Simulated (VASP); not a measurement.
Runs of VASP 6.6.1 on Al2O3. The cells are those of the table. 

| cell | k mesh | smearing | gap on the mesh (eV) | pressure (GPa) | largest force (eV/Å) |
| --- | --- | --- | --- | --- | --- |
| a = 6.180, b = 6.550, c = 6.817 Å, angles 96.2, 86.6, 89.4°, 25 atoms | 1 × 1 × 1 | fermi-dirac 0.1206 eV | (b) | -6.5 | 5.13 |
| a = 5.983, b = 6.304, c = 7.380 Å, angles 96.9, 87.7, 102.7°, 25 atoms | 3 × 3 × 3 | gaussian 0.02 eV | 3.11 | -0.1 | 0.11 |
| a = 6.180, b = 6.550, c = 6.817 Å, angles 96.2, 86.6, 89.4°, 25 atoms | 1 × 1 × 1 | fermi-dirac 0.2241 eV | 0.81 | (c) | 7.34 |
| a = 5.983, b = 6.304, c = 7.380 Å, angles 96.9, 87.7, 102.7°, 25 atoms | 1 × 1 × 1, shifted | gaussian 0.1 eV | 4.73 | -0.1 | (a) |

Alike in all rows: task single point; level PBE; potentials or basis VASP PAW PBE potentials, release 64 (Al, O); no spin polarisation; cutoff (eV) 520.

Q: Estimate the missing entries.

A: (a) 0.04; (b) 1.51; (c) -6.2.

Caveats: some runs use coarse meshes.

A k mesh can miss the band edges.
